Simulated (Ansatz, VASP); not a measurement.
Given: the input of a run of VASP 6.6.1 on Si2W.

INCAR

```
PREC     = Accurate       # precision mode
ENCUT    = 520            # plane-wave cutoff, eV
EDIFF    = 1E-6           # SCF threshold, eV
ISMEAR   = -1             # smearing method
SIGMA    = 0.05           # smearing width, eV
LREAL    = False          # projectors in reciprocal space
LASPH    = True           # aspherical terms in the spheres
NELM     = 60             # most SCF steps
ALGO     = Normal         # electronic algorithm
ISIF     = 2              # what is computed and relaxed
LWAVE    = False          # write WAVECAR
LCHARG   = True           # write CHGCAR
LELF     = True           # ELF
LVHAR    = True         
NBANDS   = 18             # bands
```

KPOINTS

```
regular mesh
0
Gamma
  12 12 12
```

The input POSCAR:

```
Si2W
1.0
   -1.5740969181      1.5740969181      3.8350306363
    1.5740969181     -1.5740969181      3.8350306363
    1.5740969181      1.5740969181     -3.8350306363
W Si
1 2
Direct
    0.0000000000      0.0000000000      0.0000000000
    0.6653000000      0.6653000000      0.0000000000
    0.3347000000      0.3347000000      0.0000000000
```

Potentials or basis: VASP PAW LDA potentials, release 64 (W_sv, Si).

Launch:

```sh
$ cat potpaw_LDA.64/W_sv/POTCAR potpaw_LDA.64/Si/POTCAR > POTCAR
$ mpirun -np 1 vasp_std > vasp.out
```

Q: Translate it to Ansatz 0.2.0. Potentials there: all-electron LAPW, scalar-relativistic.

A: As run (the cutoff follows the program's own potentials):

The input input.yaml:

```yaml
crystal:
  lattice:
    - [-1.5740969181, 1.5740969181, 3.8350306363]
    - [1.5740969181, -1.5740969181, 3.8350306363]
    - [1.5740969181, 1.5740969181, -3.8350306363]
  atoms:
    - { symbol: W, position: [0.0, 0.0, 0.0] }
    - { symbol: Si, position: [0.6653, 0.6653, 0.0] }
    - { symbol: Si, position: [0.3347, 0.3347, 0.0] }
kpoints:
  mp_grid: { grid: [12, 12, 12] }
scf:
  occupations: { method: fermi_dirac, width: 0.05 }
hamiltonian:
  xc: lda
  pseudopotentials: { kind: all_electron, lapw: { basis_error: 0.002 } }
output:
  forces: true
  stress: true
  eigenvalues: true
```

Potentials or basis: all-electron LAPW, scalar-relativistic.

Run with:

```console
$ ansatz run input.yaml --threads 2 --pin off --max-ram 6144MiB --backend cpu --events-out ev --progress --plain --runs-dir out
```

Both were run:

|  | VASP | Ansatz | Ansatz less VASP |
| --- | --- | --- | --- |
| gap on the k mesh at the Fermi level (eV) | none | none | - |
| pressure (GPa) | 10.6 | 9.5 | -1.04 |
| traceless stress, the component that is largest in VASP (GPa) | 1.43 | 1.36 | -0.070 |
| rms of the force components (eV/Å) | 0.064 | 0.055 | -0.0090 |

LDA's correlation is that of Perdew and Zunger in VASP and of Perdew and Wang (1992) in Ansatz. Atom by atom the forces differ by 0.009 eV/Å (rms over components). A gap of «none» marks a metal or a gap that the smearing closes. Ansatz ran all-electron here, and VASP with PAW potentials.

Neither program's run includes spin-orbit coupling.
